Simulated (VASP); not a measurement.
Input of a VASP 6.6.1 run:

Contents of POSCAR:

```
GaAs
1.0
    0.0000000000      2.8330850941      2.8330850941
    2.8330850941      0.0000000000      2.8330850941
    2.8330850941      2.8330850941      0.0000000000
Ga As
1 1
Direct
    0.0000000000      0.0000000000      0.0000000000
    0.2500000000      0.2500000000      0.2500000000
```

Contents of INCAR.step1:

```
PREC = Accurate
ENCUT = 500
EDIFF = 1E-8
ISMEAR = 0
SIGMA = 0.01
LREAL = False
LASPH = True
NELM = 100
ALGO = Normal
LWAVE = True
LCHARG = False
METAGGA = R2SCAN
LMIXTAU = True
```

File INCAR.step2:

```
PREC = Accurate
ENCUT = 500
EDIFF = 1E-8
ISMEAR = 0
SIGMA = 0.01
LREAL = False
LASPH = True
NELM = 1
ALGO = Exact
LWAVE = True
LCHARG = False
METAGGA = R2SCAN
LMIXTAU = True
NBANDS = 180
LOPTICS = True
ISTART = 1
```

The input INCAR.step3:

```
PREC = Accurate
ENCUT = 500
EDIFF = 1E-8
ISMEAR = 0
SIGMA = 0.01
LREAL = False
LASPH = True
ALGO = EVGW0
LWAVE = False
LCHARG = False
METAGGA = R2SCAN
LMIXTAU = True
NELMGW = 1
NBANDS = 180
ENCUTGW = 140.0
NOMEGA = 96
PRECFOCK = Fast
ISTART = 1
NBANDSGW = 17
OMEGAMAX = 20
```

The input KPOINTS:

```
regular mesh
0
Gamma
  4 4 4
```

Potentials or basis: VASP PAW PBE potentials, release 64 (Ga_d_GW, As_GW).

Command:

```console
$ cat potpaw_PBE.64/Ga_d_GW/POTCAR potpaw_PBE.64/As_GW/POTCAR > POTCAR
$ cp INCAR.step1 INCAR
$ mpirun -np 1 vasp_std > vasp.out
$ cp INCAR.step2 INCAR
$ mpirun -np 1 vasp_std > vasp.out
$ cp INCAR.step3 INCAR
$ mpirun -np 1 vasp_std > vasp.out
```

Q: Predict the quasiparticle gap.

A: 1.54 eV.

Q: What does it give for the least direct quasiparticle gap?

A: 1.54 eV.

Q: Predict the band gap of the starting levels on the mesh.

A: 0.93 eV.

Q: Estimate the least direct gap of the starting levels on the mesh.

A: 0.93 eV.

Caveat: the k points lie up to 0.48 Å⁻¹ apart; bands, screening cutoff and mesh are small and nothing is extrapolated, so the quasiparticle values aren't converged.
